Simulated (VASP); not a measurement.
Crystal: AlP.

```xyz
2
Lattice="0.0000 2.7255 2.7255 2.7255 0.0000 2.7255 2.7255 2.7255 0.0000" Properties=species:S:1:pos:R:3 pbc="T T T"
Al    0.0000    0.0000    0.0000
P     1.3628    1.3628    1.3628
```

- Program: VASP 6.6.1
- Task: relaxation of cell and atoms
- Functional: PBE
- Potentials or basis: VASP PAW PBE potentials, release 64 (Al, P)
- Cutoff: 500 eV
- k mesh: 8 × 8 × 8
- Occupations: gaussian, width 0.02 eV
- Spin: no spin polarisation

At the start: pressure 2.6 GPa; volume 20.25 Å³/atom.

Problem. How do energy, volume and symmetry change on relaxing?

Solution. Over 3 steps the energy falls by 4.9 meV/atom and the volume is 20.86 Å³/atom (+3.0 %); space group F-43m (No. 216, to 0.05 Å).

Step by step:
| step | energy change (eV) | largest force (eV/Å) | pressure (GPa) | volume (Å³) |
| --- | --- | --- | --- | --- |
| 1 | 0.0000 | 0.0000 | 2.64 | 40.49 |
| 2 | -0.0064 | 0.0000 | -1.43 | 42.48 |
| 3 | -0.0098 | 0.0000 | 0.00 | 41.72 |

Final structure:
```
CELL_PARAMETERS angstrom
0.00000 2.75278 2.75278
2.75278 0.00000 2.75278
2.75278 2.75278 0.00000
ATOMIC_POSITIONS crystal
Al 0.00000 0.00000 0.00000
P 0.25000 0.25000 0.25000
```
